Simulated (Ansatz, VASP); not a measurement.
# ZrB in VASP and in Ansatz

INCAR

```
PREC = Accurate
ENCUT = 520
EDIFF = 1E-6
ISMEAR = 0
SIGMA = 0.15
LREAL = F
LASPH = T
NELM = 60
ALGO = Normal
ISIF = 2
LWAVE = F
LCHARG = F
GGA = CA
NBANDS = 14
```

The input KPOINTS:

```
Automatic mesh
0
Gamma
  18 18 18
```

POSCAR

```
ZrB
1.0
    0.0000000000      2.5317761024      2.1104885589
    2.5317761024      0.0000000000      2.1104885589
    2.5317761024      2.5317761024      0.0000000000
Zr B
1 1
Direct
    0.0000000000      0.0000000000      0.0000000000
    0.5000000000      0.5000000000      0.5000000000
```

Input for Ansatz:

```yaml
crystal:
  lattice:
    - [0.0, 2.5317761024, 2.1104885589]
    - [2.5317761024, 0.0, 2.1104885589]
    - [2.5317761024, 2.5317761024, 0.0]
  atoms:
    - { symbol: Zr, position: [0.0, 0.0, 0.0] }
    - { symbol: B, position: [0.5, 0.5, 0.5] }
basis:
  ecutwfc: 520.0
kpoints:
  mp_grid: { grid: [18, 18, 18] }
hamiltonian:
  xc: lda
scf:
  occupations: { method: gaussian, width: 0.15 }
output:
  forces: true
  stress: true
  eigenvalues: true
```

Alike in both runs: task single point; functional LDA; k mesh 18 × 18 × 18; occupations gaussian, width 0.15 eV; no spin polarisation.

```csv
,VASP,Ansatz
version,VASP 6.6.1,Ansatz 0.2.0
potentials or method,"VASP PAW LDA potentials, release 64 (Zr_sv, B), cutoff 520 eV","scalar-relativistic, plane waves, PAW"
valence electrons in the cell,15,15
```

Ansatz gave:

- gap on the k mesh at the Fermi level (eV): none
- pressure (GPa): 13.4
- traceless stress, the component that is largest in VASP (GPa): 39.44

Q: What did VASP give for the same quantities?

A: gap on the k mesh at the Fermi level (eV): none; pressure (GPa): 13.7; traceless stress, the component that is largest in VASP (GPa): 39.52.

LDA's correlation is that of Perdew and Zunger in VASP and of Perdew and Wang (1992) in Ansatz. A gap of «none» marks a metal or a gap that the smearing closes.
